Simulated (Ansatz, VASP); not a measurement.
**Two plane-wave programs on NaH**

```
CELL_PARAMETERS angstrom
0.00000 2.44439 2.44439
2.44439 0.00000 2.44439
2.44439 2.44439 0.00000
ATOMIC_POSITIONS crystal
Na 0.00000 0.00000 0.00000
H 0.50000 0.50000 0.50000
```

Alike in both runs: task relaxation of the atoms; functional r2SCAN; k mesh 10 × 10 × 10; occupations fermi-dirac, width 0.02 eV; no spin polarisation.

|  | VASP | Ansatz |
| --- | --- | --- |
| version | VASP 6.6.1 | Ansatz 0.2.0 |
| potentials or method | VASP PAW PBE potentials, release 64 (Na_pv, H), cutoff 520 eV | PAW plane waves |
| valence electrons in the cell | 8 | 10 |

Ansatz gave:

* gap on the k mesh at the Fermi level, each at its own relaxed structure (eV): 4.31

Q: Estimate VASP's values.

A: gap on the k mesh at the Fermi level, each at its own relaxed structure (eV): 4.32.

VASP's potentials were made for PBE, not for r2SCAN. VASP's potentials hold 8 valence electrons a cell and Ansatz's 10, so a difference there can come from the potentials and not from the codes. Ansatz's warnings: stress scf threshold loose.

Noted on VASP's run: the relaxation stopped at its first step, so nothing moved.
